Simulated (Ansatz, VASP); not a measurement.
# MoS2 in VASP and in Ansatz

Contents of INCAR:

```
SYSTEM = MoS2
ALGO = Normal ; EDIFF = 1E-7
ENCUT = 520 ; GGA = PS
ISIF = 2 ; ISMEAR = 0
LASPH = .TRUE. ; LCHARG = .FALSE.
LREAL = .FALSE. ; LWAVE = .FALSE.
NBANDS = 35 ; NELM = 100
PREC = Accurate ; SIGMA = 0.05
```

File KPOINTS:

```
k-points
0
G
  10 10 2
  0 0 0
```

File POSCAR:

```
MoS2
1.0
   -3.1414322132      0.0000000000      0.0000000000
   -1.5707161066     -2.7205601009      0.0000000000
    0.0000000000      0.0000000000     13.0788195080
Mo S
2 4
Direct
    0.3333333333      0.3333333333      0.2404425625
    0.6666666667      0.6666666667      0.7213276875
    0.3333333333      0.3333333333      0.6021199601
    0.6666666667      0.6666666667      0.1212348351
    0.3333333333      0.3333333333      0.8405354149
    0.6666666667      0.6666666667      0.3596502899
```

Input for Ansatz:

```yaml
crystal:
  lattice:
    - [-3.1414322132, 0.0, 0.0]
    - [-1.5707161066, -2.7205601009, 0.0]
    - [0.0, 0.0, 13.078819508]
  atoms:
    - { symbol: Mo, position: [0.3333333333, 0.3333333333, 0.2404425625] }
    - { symbol: Mo, position: [0.6666666667, 0.6666666667, 0.7213276875] }
    - { symbol: S, position: [0.3333333333, 0.3333333333, 0.6021199601] }
    - { symbol: S, position: [0.6666666667, 0.6666666667, 0.1212348351] }
    - { symbol: S, position: [0.3333333333, 0.3333333333, 0.8405354149] }
    - { symbol: S, position: [0.6666666667, 0.6666666667, 0.3596502899] }
basis:
  ecutwfc: 420
kpoints:
  mp_grid: { grid: [10, 10, 2] }
hamiltonian:
  xc: pbesol
scf:
  occupations: { method: gaussian, width: 0.05 }
output:
  forces: true
  stress: true
  eigenvalues: true
```

Alike in both runs: task single point; functional PBEsol; k mesh 10 × 10 × 2; occupations gaussian, width 0.05 eV; no spin polarisation.

```csv
,VASP,Ansatz
version,VASP 6.6.1,Ansatz 0.2.0
potentials or method,"VASP PAW PBE potentials, release 64 (Mo_sv, S), cutoff 520 eV","scalar-relativistic, plane waves, PAW"
valence electrons in the cell,52,52
```

|  | VASP | Ansatz | Ansatz less VASP |
| --- | --- | --- | --- |
| gap on the k mesh at the Fermi level (eV) | 1.21 | 1.20 | -0.015 |
| least direct gap on the mesh (eV) | 1.99 | 1.99 | -0.005 |
| pressure (GPa) | -0.1 | -0.1 | +0.01 |
| traceless stress, the component that is largest in VASP (GPa) | -0.13 | -0.11 | +0.021 |
| rms of the force components (eV/Å) | 0.007 | 0.007 | -0.0003 |

VASP's potentials were made for PBE, not for PBEsol. Atom by atom the forces differ by 0.000 eV/Å (rms over components).
